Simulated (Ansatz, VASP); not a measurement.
## W: VASP beside Ansatz

```
W
1.0
     0.00000    1.67528    1.67528
     1.67528    0.00000    1.67528
     1.67528    1.67528    0.00000
W
1
Direct
  0.00000 0.00000 0.00000
```

Change from the starting cell: volume scaled by 0.6, LAPW.

Alike in both runs: task single point; functional LDA; k mesh 16 × 16 × 16; occupations fermi-dirac, width 0.08 eV; no spin polarisation.

```csv
,VASP,Ansatz
version,VASP 6.6.1,Ansatz 0.2.0
potentials or method,"VASP PAW LDA potentials, release 64 (W_sv), cutoff 520 eV","all-electron LAPW, scalar-relativistic"
```

```csv
,VASP,Ansatz,Ansatz less VASP
pressure (GPa),446.0,420.8,-25.23
```

LDA's correlation is that of Perdew and Zunger in VASP and of Perdew and Wang (1992) in Ansatz. Both programs put the cell under a high pressure, so it lies far from rest at this level. Ansatz ran all-electron here, and VASP with PAW potentials.

Spin-orbit coupling is off throughout. Noted on VASP's run: the cell as given lies far from equilibrium.
